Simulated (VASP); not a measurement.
The system is Si2Ge3.

```
Si Ge
1.0
     3.28845    0.00000    0.00000
    -1.64423    2.84788    0.00000
     0.00000    0.00000   18.84547
Si Ge
4 6
Cartesian
  0.0000 1.8986 12.2496
  0.0000 1.8986 16.0186
  1.6442 0.9493 2.8268
  1.6442 0.9493 6.5959
  0.0000 1.8986 0.9423
  0.0000 1.8986 4.7114
  0.0000 1.8986 8.4805
  1.6442 0.9493 10.3650
  1.6442 0.9493 14.1341
  1.6442 0.9493 17.9032
```

```yaml
Program: VASP 6.6.1
Task: relaxation of cell and atoms
Functional: PBE
Potentials_or_basis: VASP PAW PBE potentials, release 64 (Si, Ge_d)
Cutoff: 600 eV
k_mesh: 6 × 6 × 1
Occupations: gaussian, width 0.1 eV
Spin: no spin polarisation
```

At the start: pressure 2.8 GPa; volume 17.65 Å³/atom.

Where does the relaxation end?

Over 13 steps the energy falls by 35.3 meV/atom and the volume is 18.36 Å³/atom (+4.0 %); space group P6_3/mmc (No. 194, to 0.1 Å) before and after.

Step by step:
```
step  energy change (eV)  largest force (eV/Å)  pressure (GPa)  volume (Å³)
   1              0.0000                0.8005            2.84       176.49
   2             -0.1939                0.5526           -0.85       184.60
   3             -0.2071                0.4816           -1.75       187.12
   4             -0.3064                0.2278           -1.10       184.88
   5             -0.3317                0.1433           -0.32       183.24
   6             -0.3330                0.1623           -0.10       182.77
   7             -0.3387                0.1187            0.06       182.34
   8             -0.3446                0.0328            0.34       181.38
   9             -0.3480                0.0454           -0.23       182.97
  10             -0.3480                0.0456           -0.28       182.99
  11             -0.3503                0.0244           -0.22       183.14
  12             -0.3518                0.0112           -0.25       183.30
  13             -0.3528                0.0303           -0.19       183.60
```

Final structure:
```yaml
crystal:
  lattice:
    - [3.30205, 0.00000, 0.00000]
    - [-1.65102, 2.85966, 0.00000]
    - [0.00000, 0.00000, 19.44319]
  atoms:
    - { symbol: Si, position: [0.33333, 0.66667, 0.65361] }
    - { symbol: Si, position: [0.33333, 0.66667, 0.84639] }
    - { symbol: Si, position: [0.66667, 0.33333, 0.15361] }
    - { symbol: Si, position: [0.66667, 0.33333, 0.34639] }
    - { symbol: Ge, position: [0.33333, 0.66667, 0.05815] }
    - { symbol: Ge, position: [0.33333, 0.66667, 0.25000] }
    - { symbol: Ge, position: [0.33333, 0.66667, 0.44185] }
    - { symbol: Ge, position: [0.66667, 0.33333, 0.55815] }
    - { symbol: Ge, position: [0.66667, 0.33333, 0.75000] }
    - { symbol: Ge, position: [0.66667, 0.33333, 0.94185] }
```

Caveat: the k points lie up to 0.37 Å⁻¹ apart in the final cell, too coarse for converged energies and pressures of a metal.
